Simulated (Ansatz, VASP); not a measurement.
HfN: VASP beside Ansatz

```
Hf N
1.0
     0.00000    2.21963    2.21963
     2.21963    0.00000    2.21963
     2.21963    2.21963    0.00000
Hf N
1 1
Direct
  0.00000 0.00000 0.00000
  0.50000 0.50000 0.50000
```

Change from the starting cell: volume scaled by 0.93, to set the pressure.

Alike in both runs: task single point; functional PBE; k mesh 16 × 16 × 16; occupations fermi-dirac, width 0.08 eV; no spin polarisation.

|  | VASP | Ansatz |
| --- | --- | --- |
| version | VASP 6.6.1 | Ansatz 0.2.0 |
| potentials or method | VASP PAW PBE potentials, release 64 (Hf_pv, N) | PAW with Ansatz's default frozen-core files, scalar-relativistic |
| plane-wave cutoff (eV) | 520 | 420 |
| valence electrons in the cell | 15 | 31 |

Ansatz gave:

| Quantity | Value |
| --- | --- |
| pressure (GPa) | 22.3 |

Problem. What did VASP give for the same quantities?

Solution. Pressure (GPa): 19.8.

VASP's potentials hold 15 valence electrons a cell and Ansatz's 31, so a difference there can come from the potentials and not from the codes.

Spin-orbit coupling is off throughout.
